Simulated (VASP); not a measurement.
**ReMo7S16: single point with PBEsol+U**

Crystal: ReMo7S16.

```
Re Mo S
1.0
     6.33800    0.00000    0.00000
    -3.16900    5.48887    0.00000
     0.00000    0.00000   12.32400
Re Mo S
1 7 16
Direct
  0.16667 0.33333 0.25000
  0.16483 0.83242 0.25000
  0.66758 0.33517 0.25000
  0.66758 0.83242 0.25000
  0.33333 0.16667 0.75000
  0.33333 0.66666 0.75000
  0.83334 0.16667 0.75000
  0.83333 0.66667 0.75000
  0.16667 0.33333 0.62410
  0.16672 0.83336 0.62408
  0.66664 0.33328 0.62408
  0.66664 0.83336 0.62408
  0.33216 0.16784 0.12506
  0.33216 0.66432 0.12506
  0.83568 0.16784 0.12506
  0.83333 0.66667 0.12351
  0.16667 0.33333 0.87590
  0.16672 0.83336 0.87592
  0.66664 0.33328 0.87592
  0.66664 0.83336 0.87592
  0.33216 0.16784 0.37494
  0.33216 0.66432 0.37494
  0.83568 0.16784 0.37494
  0.83333 0.66667 0.37649
```

```yaml
Program: VASP 6.6.1
Task: single point
Functional: PBEsol
Potentials_or_basis: VASP PAW PBE potentials, release 64 (Re, Mo_sv, S)
Cutoff: 520 eV
k_mesh: 3 × 3 × 2
Occupations: gaussian, width 0.05 eV
Spin: collinear spin, zero start
Starting_moments: "[0.0, 0.0, 0.0, 0.0, 0.0, 0.0, 0.0, 0.0, 0.0, 0.0, 0.0, 0.0, 0.0, 0.0, 0.0, 0.0, 0.0, 0.0, 0.0, 0.0, 0.0, 0.0, 0.0, 0.0] μB"
Hubbard_terms: Re d U = 2.0 eV
```

| Item | Value |
| --- | --- |
| Pressure | -1.6 GPa |
| Largest force | 0.066 eV/Å |
| Net moment | 0.00 μB per cell |
| Valence electrons inside the program's atomic spheres | Re 6.07; Mo 12.50, 12.49 (each value once); S 3.68, 3.67 (each value once) |

Forces on the atoms (eV/Å):
```
Re   0.000  0.000  0.000
Mo  -0.009 -0.005  0.000
Mo   0.000  0.010  0.000
Mo   0.009 -0.005  0.000
Mo  -0.002  0.001  0.000
Mo   0.000 -0.002  0.000
Mo   0.002  0.001  0.000
Mo   0.000  0.000  0.000
S    0.000  0.000 -0.009
S    0.000  0.000 -0.010
S    0.000  0.000 -0.010
S    0.000  0.000 -0.010
S    0.040 -0.023 -0.047
S    0.000  0.046 -0.047
S   -0.040 -0.023 -0.047
S    0.000  0.000 -0.008
S    0.000  0.000  0.009
S    0.000  0.000  0.010
S    0.000  0.000  0.010
S    0.000  0.000  0.010
S    0.040 -0.023  0.047
S    0.000  0.046  0.047
S   -0.040 -0.023  0.047
S    0.000  0.000  0.008
```

Stress tensor (GPa, compression positive):
```
-2.48  0.00  0.00
 0.00 -2.48  0.00
 0.00  0.00  0.23
```

Levels at points of the mesh, in eV from the Fermi level:
Spin up:
```tsv
k point	band 97	band 98	band 99	band 100	band 101	band 102	band 103	band 104
(0.00, 0.00, 0.00)	-2.09	-2.09	-2.05	-0.90	0.30	0.30	0.59	0.75
(0.00, 0.00, 0.50)	-2.10	-2.10	-1.33	-1.03	0.30	0.30	0.59	0.77
```
Spin down:
| k point | band 98 | band 99 | band 100 | band 101 | band 102 | band 103 |
| --- | --- | --- | --- | --- | --- | --- |
| (0.00, 0.00, 0.00) | -2.09 | -2.05 | -0.90 | 0.30 | 0.30 | 0.59 |
| (0.00, 0.00, 0.50) | -2.10 | -1.33 | -1.03 | 0.30 | 0.30 | 0.59 |

Eigenvalues of the final occupation matrices:
```
    site  spin  trace               eigenvalues
site 1 d     1   2.48  0.44 0.44 0.50 0.50 0.61
site 1 d     2   2.48  0.44 0.44 0.50 0.50 0.61
```

Run time: 85 s on 1 × NVIDIA H100 80GB with 1 thread of AMD EPYC 7R13 Processor (Zen 3), with other jobs on the host, peak memory 1.7 GiB.

Caveat: the k points lie up to 0.38 Å⁻¹ apart; no moment was typed at the start, so none could form; the PAW data sets were made with another functional, which shifts forces and pressure a little; spin-orbit coupling is left out, which moves the levels of the heavy elements; this functional lacks dispersion, which binds layers or chains, so the pressure and a relaxed spacing across them are unreliable.
